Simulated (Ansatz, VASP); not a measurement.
## Cs: VASP beside Ansatz

```
CELL_PARAMETERS angstrom
-3.09511 3.09511 3.09511
3.09511 -3.09511 3.09511
3.09511 3.09511 -3.09511
ATOMIC_POSITIONS crystal
Cs 0.00000 0.00000 0.00000
```

Alike in both runs: functional PBE; k mesh 4 × 4 × 4; occupations fermi-dirac, width 0.0586 eV; no spin polarisation.

Ansatz relaxed the structure, and its values are those at the end. VASP's run is a single point on that final structure, the one shown.

```csv
,VASP,Ansatz
version,VASP 6.6.1,Ansatz 0.2.0
potentials or method,"VASP PAW PBE potentials, release 64 (Cs_sv), cutoff 520 eV",PAW plane waves
valence electrons in the cell,9,9
```

|  | VASP | Ansatz | Ansatz less VASP |
| --- | --- | --- | --- |
| gap on the k mesh at the Fermi level (eV) | none | none | - |
| pressure (GPa) | 0.0 | 0.0 | +0.01 |

A gap of «none» marks a metal or a gap that the smearing closes. The functional is the same, so the differences come from potentials, cutoffs and numerics.

Spin-orbit coupling is off throughout.
